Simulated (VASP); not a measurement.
# SrCl2 (Fm-3m) in VASP: further runs

The runs below take SrCl2 through single point, with r2SCAN.

Program: VASP 6.6.1. These are calculated values, not measurements. Logs are shortened: lines on timing, memory, paths and dates and some standing lists are left out, and cuts for length are marked.

### Step 1. The cell of the first run

It takes space group Fm-3m (No. 225, cubic). Conventional cell: a = 6.079 Å, b = 6.079 Å, c = 6.079 Å, α = 90.00°, β = 90.00°, γ = 90.00°. Sr (site symmetry m-3m) has 8 Cl at 2.63 Å within 3.5 Å. Within 3.5 Å of Cl (site symmetry -43m) lie 4 Sr at 2.63 Å and 6 Cl at 3.04 Å.

### Step 2. Single point, r2SCAN

File POSCAR:

```
SrCl2
1.0
    0.0000000000      3.0396974255      3.0396974255
    3.0396974255      0.0000000000      3.0396974255
    3.0396974255      3.0396974255      0.0000000000
Sr Cl
1 2
Direct
    0.0000000000      0.0000000000      0.0000000000
    0.2500000000      0.2500000000      0.2500000000
    0.7500000000      0.7500000000      0.7500000000
```

File INCAR.step1:

```
SYSTEM = SrCl2
  PREC = Accurate
  ENCUT = 520
  ISMEAR = 0
  SIGMA = 0.02
  LREAL = .False.
  LASPH = .True.
  NELM = 60
  NBANDS = 19
  GGA = PE
  ALGO = Normal
  EDIFF = 1E-4
  LWAVE = .True.
  LCHARG = .False.
```

File INCAR.step2:

```
SYSTEM = SrCl2
  PREC = Accurate
  ENCUT = 520
  EDIFF = 1E-6
  ISMEAR = 0
  SIGMA = 0.02
  LREAL = .False.
  LASPH = .True.
  NELM = 60
  ALGO = Normal
  ISIF = 2
  LWAVE = .False.
  LCHARG = .False.
  METAGGA = R2SCAN
  LMIXTAU = .True.
  NBANDS = 19
  ISTART = 1
```

File KPOINTS:

```
regular mesh
0
Gamma
  6 6 6
  0 0 0
```

Potentials or basis: VASP PAW PBE potentials, release 64 (Sr_sv, Cl).

Started as:

```sh
$ cat potpaw_PBE.64/Sr_sv/POTCAR potpaw_PBE.64/Cl/POTCAR > POTCAR
$ cp INCAR.step1 INCAR
$ mpirun -np 1 vasp_std > vasp.out
$ cp INCAR.step2 INCAR
$ mpirun -np 1 vasp_std > vasp.out
```

OUTCAR:

```text
SYSTEM = SrCl2
   PREC = Accurate
   ENCUT = 520
   EDIFF = 1E-6
   ISMEAR = 0
   LREAL = .False.
   LASPH = .True.
   NELM = 60
   ISIF = 2
   METAGGA = R2SCAN
   ISTART = 1

 ion  position               nearest neighbor table
   1  0.000  0.000  0.000-   3 2.63   3 2.63   3 2.63   2 2.63   3 2.63   2 2.63   2 2.63   2 2.63

   2  0.250  0.250  0.250-   1 2.63   1 2.63   1 2.63   1 2.63
   3  0.750  0.750  0.750-   1 2.63   1 2.63   1 2.63   1 2.63

  LATTYP: Found a face centered cubic cell.
 ALAT       =     6.0793948510

  Lattice vectors:

 A1 = (   0.0000000000,   3.0396974255,   3.0396974255)
 A2 = (   3.0396974255,   0.0000000000,   3.0396974255)
 A3 = (   3.0396974255,   3.0396974255,   0.0000000000)

Analysis of symmetry for initial positions (statically):
=====================================================================
 Subroutine PRICEL returns:
 Original cell was already a primitive cell.

 Routine SETGRP: Setting up the symmetry group for a
 face centered cubic supercell.

 Subroutine GETGRP returns: Found 48 space group operations
 (whereof 48 operations were pure point group operations)
 out of a pool of 48 trial point group operations.

The static configuration has the point symmetry O_h .

Analysis of symmetry for dynamics (positions and initial velocities):
=====================================================================
 Subroutine PRICEL returns:
 Original cell was already a primitive cell.

 Routine SETGRP: Setting up the symmetry group for a
 face centered cubic supercell.

 Subroutine GETGRP returns: Found 48 space group operations
 (whereof 48 operations were pure point group operations)
 out of a pool of 48 trial point group operations.

The dynamic configuration has the point symmetry O_h .

 Subroutine INISYM returns: Found 48 space group operations
 (whereof 48 operations are pure point group operations),
 and found     1 'primitive' translations

----------------------------------------------------------------------------------------

                                     Primitive cell

  volume of cell :      56.1722

  direct lattice vectors                    reciprocal lattice vectors
     0.000000000  3.039697425  3.039697425    -0.164490056  0.164490056  0.164490056
     3.039697425  0.000000000  3.039697425     0.164490056 -0.164490056  0.164490056
     3.039697425  3.039697425  0.000000000     0.164490056  0.164490056 -0.164490056

  length of vectors
     4.298781325  4.298781325  4.298781325     0.284905134  0.284905134  0.284905134

  position of ions in fractional coordinates (direct lattice)
     0.000000000  0.000000000  0.000000000
     0.250000000  0.250000000  0.250000000
     0.750000000  0.750000000  0.750000000

  ion indices of the primitive-cell ions
   primitive index   ion index
                 1           1
                 2           2
                 3           3

----------------------------------------------------------------------------------------

 KPOINTS: regular mesh

Automatic generation of k-mesh.
 Grid dimensions read from file:
 generate k-points for:    6    6    6

 Generating k-lattice:

  Cartesian coordinates                     Fractional coordinates (reciprocal lattice)
    -0.027415009  0.027415009  0.027415009     0.166666667  0.000000000  0.000000000
     0.027415009 -0.027415009  0.027415009     0.000000000  0.166666667  0.000000000
     0.027415009  0.027415009 -0.027415009     0.000000000  0.000000000  0.166666667

  Length of vectors
     0.047484189  0.047484189  0.047484189

  Shift w.r.t. Gamma in fractional coordinates (k-lattice)
     0.000000000  0.000000000  0.000000000

 Subroutine IBZKPT returns following result:
 ===========================================

 Found     16 irreducible k-points:

 Following reciprocal coordinates:
            Coordinates               Weight
  0.000000  0.000000  0.000000      1.000000
  0.166667  0.000000  0.000000      8.000000
  0.333333  0.000000  0.000000      8.000000
  0.500000  0.000000  0.000000      4.000000
  0.166667  0.166667  0.000000      6.000000
  0.333333  0.166667  0.000000     24.000000
[... 8 lines left out ...]
 -0.333333  0.333333  0.166667     24.000000
 -0.333333  0.500000  0.166667     12.000000
   k-points           NKPTS =     16   k-points in BZ     NKDIM =     16   number of bands    NBANDS=     19
   number of dos      NEDOS =    301   number of ions     NIONS =      3
   total plane-waves  NPLWV =  32768
   dimension x,y,z NGX =    32 NGY =   32 NGZ =   32
   dimension x,y,z NGXF=    64 NGYF=   64 NGZF=   64
   ions per type =               1   2
   NGX,Y,Z   is equivalent  to a cutoff of  12.38, 12.38, 12.38 a.u.
   NGXF,Y,Z  is equivalent  to a cutoff of  24.75, 24.75, 24.75 a.u.
 SYSTEM =  SrCl2
   PREC   = accura    normal or accurate (medium, high low for compatibility)
   ISTART =      1    job   : 0-new  1-cont  2-samecut
   ICHARG =      0    charge: 1-file 2-atom 10-const
   ISPIN  =      1    spin polarized calculation?
   LNONCOLLINEAR =      F non collinear calculations
   LSORBIT =      F    spin-orbit coupling
   LASPH  =      T    aspherical Exc in radial PAW
   ENCUT  =  520.0 eV  38.22 Ry    6.18 a.u.   7.99  7.99  7.99*2*pi/ulx,y,z
   NELM   =     60;   NELMIN=  2; NELMDL=  0     # of ELM steps
   EDIFF  = 0.1E-05   stopping-criterion for ELM
   LREAL  =      F    real-space projection
   EDIFFG = 0.1E-04   stopping-criterion for IOM
   NSW    =      0    number of steps for IOM
   IBRION =     -1    ionic relax: 0-MD 1-quasi-New 2-CG
   NFREE  =      0    steps in history (QN), initial steepest desc. (CG)
   ISIF   =      2    stress and relaxation
   ISYM   =      2    0-nonsym 1-usesym 2-fastsym
   POTIM  = 0.5000    time-step for ionic-motion
   TEBEG  =    0.0;   TEEND  =   0.0 temperature during run
   PSTRESS=    0.0 pullay stress
   NELECT =      24.0000    total number of electrons
   NUPDOWN=      -1.0000    fix difference up-down
   EMIN   =  10.00;   EMAX   =-10.00  energy-range for DOS
   EFERMI =   0.00;   METHOD = LEGACY
   ISMEAR =     0;   SIGMA  =   0.02  broadening in eV -4-tet -1-fermi 0-gaus
   EFERMI_NEDOS =   21; number of points for ismear=-14 and -15
   IALGO  =     38    algorithm
   IMIX   =      4    mixing-type and parameters
     AMIX     =   0.40;   BMIX     =  1.00
     AMIX_MAG =   1.60;   BMIX_MAG =  1.00
  volume/ion in A,a.u.               =      18.72       126.36
  Fermi-wavevector in a.u.,A,eV,Ry     =   1.233024  2.330078 20.685595  1.520348
  Thomas-Fermi vector in A             =   2.367771
   LORBIT       =      0    0 simple, 1 ext, 2 COOP (PROOUT), +10 PAW based schemes
   METAGGA = R2SCAN    functional components
   LHFCALC =     F    Hartree Fock is set to
   AEXX    =    0.0000 exact exchange contribution
   IVDW    =     0    specifies the selected vdW correction
   LEPSILON=     F    determine dielectric tensor
   LRPA    =     F    only Hartree local field effects (RPA)
 non-spin polarized calculation
 Gauss-broadening in eV      SIGMA  =   0.02
  energy-cutoff  :      520.00
  volume of cell :       56.17
 maximum number of plane-waves:      1527
   NGX = 15   NGY = 15   NGZ = 15

 number of electron      23.9999998 magnetization

 Free energy of the ion-electron system (eV)
  ---------------------------------------------------
  ext. energy  EPLUGINS =         0.00000000
  ---------------------------------------------------
  free energy    TOTEN  =       -33.12111326 eV

  energy without entropy =      -33.12111326  energy(sigma->0) =      -33.12111326

 E-fermi :   3.5563     XC(G=0): -10.8352

 val. band max:        3.3327668602   @ k =   0.5000   0.5000   0.0000
 cond. band min:       8.7311641293   @ k =   0.5000   0.5000   0.0000
 fundamental gap:      5.3983972691
 Fermi energy:         3.5563358010

 k-point     1 :       0.0000    0.0000    0.0000
  band No.  band energies     occupation
      1     -29.7596      2.00000
      2     -12.3078      2.00000
      3     -11.3812      2.00000
      4     -11.3812      2.00000
      5     -11.3812      2.00000
      6     -10.2398      2.00000
[... 11 lines left out ...]
     18      13.6192      0.00000
     19      15.9166      0.00000

 k-point     2 :       0.1667    0.0000    0.0000
  band No.  band energies     occupation
      1     -29.7492      2.00000
      2     -12.7957      2.00000
      3     -11.4060      2.00000
      4     -11.4060      2.00000
      5     -10.9155      2.00000
      6     -10.2700      2.00000
[... 11 lines left out ...]
     18      13.5153      0.00000
     19      16.1320      0.00000

 k-point     3 :       0.3333    0.0000    0.0000
  band No.  band energies     occupation
      1     -29.7283      2.00000
      2     -13.2565      2.00000
      3     -11.4547      2.00000
      4     -11.4547      2.00000
      5     -11.2448      2.00000
      6      -9.4788      2.00000
[... 11 lines left out ...]
     18      14.3258      0.00000
     19      15.8357      0.00000

 k-point     4 :       0.5000    0.0000    0.0000
  band No.  band energies     occupation
      1     -29.7178      2.00000
      2     -13.4071      2.00000
      3     -11.4804      2.00000
      4     -11.4785      2.00000
      5     -11.4785      2.00000
      6      -9.0397      2.00000
[... 231 lines left out ...]
     18      14.9309      0.00000
     19      15.7128      0.00000

 k-point    15 :      -0.3333    0.3333    0.1667
  band No.  band energies     occupation
      1     -29.7074      2.00000
      2     -13.1531      2.00000
      3     -12.8508      2.00000
      4     -11.5756      2.00000
      5      -9.8609      2.00000
      6      -9.4436      2.00000
[... 11 lines left out ...]
     18      15.2073      0.00000
     19      15.4848      0.00000

 k-point    16 :      -0.3333    0.5000    0.1667
  band No.  band energies     occupation
      1     -29.7039      2.00000
      2     -13.3948      2.00000
      3     -12.5879      2.00000
      4     -11.6260      2.00000
      5     -10.0983      2.00000
      6      -9.1680      2.00000
[... 11 lines left out ...]
     18      14.9328      0.00000
     19      15.8015      0.00000

------------------------ aborting loop because EDIFF is reached ----------------------------------------

  FORCE on cell =-STRESS in cart. coord.  units (eV):
  Direction    XX          YY          ZZ          XY          YZ          ZX
  --------------------------------------------------------------------------------------
  -------------------------------------------------------------------------------------
  Total       14.2618247     14.2618247     14.2618247     -0.0000000      0.0000000     -0.0000000
  in kB      406.7847023    406.7847023    406.7847023     -0.0000000      0.0000000     -0.0000000
  external PRESSURE =     406.7847023 kB  Pullay stress =       0.0000000 kB

 VOLUME and BASIS-vectors are now :
 -----------------------------------------------------------------------------
  energy-cutoff  :      520.00
  volume of cell :       56.17
      direct lattice vectors                 reciprocal lattice vectors
     0.000000000  3.039697425  3.039697425    -0.164490056  0.164490056  0.164490056
     3.039697425  0.000000000  3.039697425     0.164490056 -0.164490056  0.164490056
     3.039697425  3.039697425  0.000000000     0.164490056  0.164490056 -0.164490056

 POSITION                                       TOTAL-FORCE (eV/Angst)
 -----------------------------------------------------------------------------------
      0.00000      0.00000      0.00000         0.000000     -0.000000      0.000000
      1.51985      1.51985      1.51985        -0.000000     -0.000000     -0.000000
      4.55955      4.55955      4.55955         0.000000      0.000000      0.000000
 -----------------------------------------------------------------------------------
    total drift:                                0.000000     -0.000000      0.000000

  FREE ENERGIE OF THE ION-ELECTRON SYSTEM (eV)
  ---------------------------------------------------
  free  energy   TOTEN  =       -33.1211132610 eV

  energy  without entropy=      -33.1211132610  energy(sigma->0) =      -33.12111326
```

It took 27 s on 1 thread of Intel Xeon 6975P-C (Granite Rapids), shared host; peak memory 0.19 GiB.

What came out:

- Free energy: -33.1211 eV
- Pressure: 40.7 GPa
- Band gap on the k mesh: 5.40 eV

Caveat: the cell stands under pressure; the PAW data sets were made with another functional, which shifts forces and pressure a little. A k mesh can miss the band edges.

### Step 3. Single point, r2SCAN

POSCAR is that of step 2.

File INCAR.step1:

```
PREC = Accurate
ENCUT = 520
ISMEAR = 0
SIGMA = 0.02
LREAL = False
LASPH = True
NELM = 100
NBANDS = 19
GGA = PE
ALGO = Normal
EDIFF = 1E-4
LWAVE = True
LCHARG = False
```

File INCAR.step2:

```
PREC = Accurate
ENCUT = 520
EDIFF = 1E-7
ISMEAR = 0
SIGMA = 0.02
LREAL = False
LASPH = True
NELM = 100
ALGO = Normal
ISIF = 2
LWAVE = False
LCHARG = False
METAGGA = R2SCAN
LMIXTAU = True
NBANDS = 19
ISTART = 1
```

File KPOINTS:

```
regular mesh
0
Gamma
  6 6 6
```

Potentials or basis: VASP PAW PBE potentials, release 64 (Sr_sv, Cl).

Started as:

```sh
$ cat potpaw_PBE.64/Sr_sv/POTCAR potpaw_PBE.64/Cl/POTCAR > POTCAR
$ cp INCAR.step1 INCAR
$ mpirun -np 1 vasp_std > vasp.out
$ cp INCAR.step2 INCAR
$ mpirun -np 1 vasp_std > vasp.out
```

OUTCAR:

```text
PREC = Accurate
   ENCUT = 520
   EDIFF = 1E-7
   ISMEAR = 0
   LREAL = False
   LASPH = True
   NELM = 100
   ISIF = 2
   METAGGA = R2SCAN
   ISTART = 1

 ion  position               nearest neighbor table
   1  0.000  0.000  0.000-   3 2.63   3 2.63   3 2.63   2 2.63   3 2.63   2 2.63   2 2.63   2 2.63

   2  0.250  0.250  0.250-   1 2.63   1 2.63   1 2.63   1 2.63
   3  0.750  0.750  0.750-   1 2.63   1 2.63   1 2.63   1 2.63

  LATTYP: Found a face centered cubic cell.
 ALAT       =     6.0793948510

  Lattice vectors:

 A1 = (   0.0000000000,   3.0396974255,   3.0396974255)
 A2 = (   3.0396974255,   0.0000000000,   3.0396974255)
 A3 = (   3.0396974255,   3.0396974255,   0.0000000000)

Analysis of symmetry for initial positions (statically):
=====================================================================
 Subroutine PRICEL returns:
 Original cell was already a primitive cell.

 Routine SETGRP: Setting up the symmetry group for a
 face centered cubic supercell.

[... 155 lines left out ...]
  free energy    TOTEN  =       -33.12111328 eV

  energy without entropy =      -33.12111328  energy(sigma->0) =      -33.12111328

 E-fermi :   3.5564     XC(G=0): -10.8352

 val. band max:        3.3327731161   @ k =   0.5000   0.5000   0.0000
 cond. band min:       8.7311822478   @ k =   0.5000   0.5000   0.0000
 fundamental gap:      5.3984091318
 Fermi energy:         3.5563588802

 k-point     1 :       0.0000    0.0000    0.0000
  band No.  band energies     occupation
      1     -29.7596      2.00000
      2     -12.3078      2.00000
      3     -11.3812      2.00000
      4     -11.3812      2.00000
      5     -11.3812      2.00000
      6     -10.2398      2.00000
[... 329 lines left out ...]
      6      -9.1680      2.00000
[... 11 lines left out ...]
     18      14.9328      0.00000
     19      15.8015      0.00000

------------------------ aborting loop because EDIFF is reached ----------------------------------------

  FORCE on cell =-STRESS in cart. coord.  units (eV):
  Direction    XX          YY          ZZ          XY          YZ          ZX
  --------------------------------------------------------------------------------------
  -------------------------------------------------------------------------------------
  Total       14.2616310     14.2616310     14.2616310     -0.0000000     -0.0000000      0.0000000
  in kB      406.7791779    406.7791779    406.7791779     -0.0000000     -0.0000000      0.0000000
  external PRESSURE =     406.7791779 kB  Pullay stress =       0.0000000 kB

 VOLUME and BASIS-vectors are now :
 -----------------------------------------------------------------------------
  energy-cutoff  :      520.00
  volume of cell :       56.17
      direct lattice vectors                 reciprocal lattice vectors
     0.000000000  3.039697425  3.039697425    -0.164490056  0.164490056  0.164490056
     3.039697425  0.000000000  3.039697425     0.164490056 -0.164490056  0.164490056
     3.039697425  3.039697425  0.000000000     0.164490056  0.164490056 -0.164490056

 POSITION                                       TOTAL-FORCE (eV/Angst)
 -----------------------------------------------------------------------------------
      0.00000      0.00000      0.00000         0.000000     -0.000000      0.000000
      1.51985      1.51985      1.51985        -0.000000     -0.000000     -0.000000
      4.55955      4.55955      4.55955         0.000000      0.000000      0.000000
 -----------------------------------------------------------------------------------
    total drift:                                0.000000     -0.000000      0.000000

  FREE ENERGIE OF THE ION-ELECTRON SYSTEM (eV)
  ---------------------------------------------------
  free  energy   TOTEN  =       -33.1211132841 eV

  energy  without entropy=      -33.1211132841  energy(sigma->0) =      -33.12111328
```

OUTCAR.step1:

```text
PREC = Accurate
   ENCUT = 520
   ISMEAR = 0
   LREAL = False
   LASPH = True
[... 566 lines left out ...]
      0.00000      0.00000      0.00000         0.000000      0.000000      0.000000
      1.51985      1.51985      1.51985         0.000000      0.000000     -0.000000
      4.55955      4.55955      4.55955        -0.000000     -0.000000      0.000000
 -----------------------------------------------------------------------------------
    total drift:                                0.000000     -0.000000      0.000000

  FREE ENERGIE OF THE ION-ELECTRON SYSTEM (eV)
  ---------------------------------------------------
  free  energy   TOTEN  =       -10.1571597273 eV

  energy  without entropy=      -10.1571597273  energy(sigma->0) =      -10.15715973
```

Wall time 28 s (1 thread of Intel Xeon 6975P-C (Granite Rapids), shared host); peak memory 0.19 GiB.

What came out:

* Free energy: -33.1211 eV
* Pressure: 40.7 GPa
* Band gap on the k mesh: 5.40 eV

Caveat: the cell stands under pressure; the PAW data sets were made with another functional, which shifts forces and pressure a little. A k mesh can miss the band edges.

### Step 4. Single point, r2SCAN

This run uses another cell than the first one, of 21.49 Å³/atom.

File POSCAR:

```
SrCl2
1.0
    0.0000000000      3.1824081765      3.1824081765
    3.1824081765      0.0000000000      3.1824081765
    3.1824081765      3.1824081765      0.0000000000
Sr Cl
1 2
Direct
    0.0000000000      0.0000000000      0.0000000000
    0.2500000000      0.2500000000      0.2500000000
    0.7500000000      0.7500000000      0.7500000000
```

File INCAR.step1:

```
PREC = Accurate
ENCUT = 520
ISMEAR = 0
SIGMA = 0.02
LREAL = F
LASPH = T
NELM = 60
NBANDS = 19
GGA = PE
ALGO = Normal
EDIFF = 1E-4
LWAVE = T
LCHARG = F
```

File INCAR.step2:

```
PREC = Accurate
ENCUT = 520
EDIFF = 1E-7
ISMEAR = 0
SIGMA = 0.02
LREAL = F
LASPH = T
NELM = 60
ALGO = Normal
ISIF = 2
LWAVE = F
LCHARG = F
METAGGA = R2SCAN
LMIXTAU = T
NBANDS = 19
ISTART = 1
```

KPOINTS is that of step 3.

Started as:

```sh
$ cat potpaw_PBE.64/Sr_sv/POTCAR potpaw_PBE.64/Cl/POTCAR > POTCAR
$ cp INCAR.step1 INCAR
$ mpirun -np 1 vasp_std > vasp.out
$ cp INCAR.step2 INCAR
$ mpirun -np 1 vasp_std > vasp.out
```

It took 45 s on 1 thread of Intel Xeon 6975P-C (Granite Rapids), shared host; peak memory 0.22 GiB.

It converged, with:

```
Free energy            : -34.6504 eV
Pressure               : 20.3 GPa
Band gap on the k mesh : 5.68 eV
```

Levels at points of the mesh, in eV from the valence-band top:
```csv
k point,band 8,band 9,band 10,band 11,band 12,band 13,band 14,band 15,band 16,band 17
"(0.00, 0.00, 0.00)",-3.35,-3.35,-0.47,-0.47,-0.47,6.30,6.30,7.04,10.06,10.06
"(0.50, 0.00, 0.00)",-2.55,-2.03,-1.92,-1.46,-1.46,7.30,7.30,8.45,9.11,10.57
"(0.50, 0.50, 0.00)",-2.61,-2.61,-0.68,-0.68,0.00,5.68,8.49,8.76,9.37,9.37
```

Caveat: the cell stands under pressure; the PAW data sets were made with another functional, which shifts forces and pressure a little. A k mesh can miss the band edges.
